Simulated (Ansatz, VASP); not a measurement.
**Two plane-wave programs on Ge3Pd**

```xyz
4
Lattice="3.7221 0.0000 0.0000 0.0000 3.7221 0.0000 0.0000 0.0000 5.3536" Properties=species:S:1:pos:R:3 pbc="T T T"
Ge    0.0000    0.0000    2.6768
Ge    1.8611    1.8611    0.0000
Ge    1.8611    1.8611    2.6768
Pd    0.0000    0.0000    0.0000
```

Alike in both runs: functional PBE; k mesh 6 × 6 × 4; occupations gaussian, width 0.1 eV; no spin polarisation.

Ansatz relaxed the structure, and its values are those at the end. VASP's run is a single point on that final structure, the one shown.

|  | VASP | Ansatz |
| --- | --- | --- |
| version | VASP 6.6.1 | Ansatz 0.2.0 |
| potentials or method | VASP PAW PBE potentials, release 64 (Ge_d, Pd), cutoff 520 eV | scalar-relativistic, plane waves, PAW |
| valence electrons in the cell | 52 | 60 |

|  | VASP | Ansatz | Ansatz less VASP |
| --- | --- | --- | --- |
| gap on the k mesh at the Fermi level (eV) | none | none | - |
| pressure (GPa) | -0.1 | -0.1 | -0.01 |

A gap of «none» marks a metal or a gap that the smearing closes. With one functional, cell and mesh, what is left measures potentials, basis and numerics. VASP's potentials hold 52 valence electrons a cell and Ansatz's 60, so a difference there can come from the potentials and not from the codes.
